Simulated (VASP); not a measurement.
A run of VASP 6.6.1:

File INCAR:

```
SYSTEM = Al3C2
  PREC = Accurate
  ENCUT = 600
  EDIFF = 1E-6
  ISMEAR = 0
  SIGMA = 0.1
  LREAL = .False.
  LASPH = .True.
  NELM = 60
  ALGO = Normal
  ISIF = 3
  LWAVE = .False.
  LCHARG = .False.
  GGA = PE
  IBRION = 2
  NSW = 90
  EDIFFG = -0.04
```

Contents of KPOINTS:

```
Automatic mesh
0
Gamma
  6 6 6
  0 0 0
```

File POSCAR:

```
Al3C2
1.0
    5.3341429370      0.0000000000      0.0000000000
   -2.6670714685      4.6195032909      0.0000000000
    0.0000000000      0.0000000000      2.8804030503
Al C
3 2
Direct
    0.5000000000      0.0000000000      0.5000000000
    0.0000000000      0.5000000000      0.5000000000
    0.5000000000      0.5000000000      0.5000000000
    0.3333333333      0.6666666667      0.0000000000
    0.6666666667      0.3333333333      0.0000000000
```

Potentials or basis: VASP PAW PBE potentials, release 64 (Al, C).

Command:

```bash
$ cat potpaw_PBE.64/Al/POTCAR potpaw_PBE.64/C/POTCAR > POTCAR
$ mpirun -np 1 vasp_std > vasp.out
```

Hardware: 1 thread of Intel(R) Xeon(R) 6975P-C (Granite Rapids) (shared host).

Task: Estimate the wall time of this run.

Result: It took 15 s on 1 thread of Intel(R) Xeon(R) 6975P-C (Granite Rapids), on a shared host, peak memory 0.22 GiB. Counts: scf iterations 14, k points 28, ion steps 1.
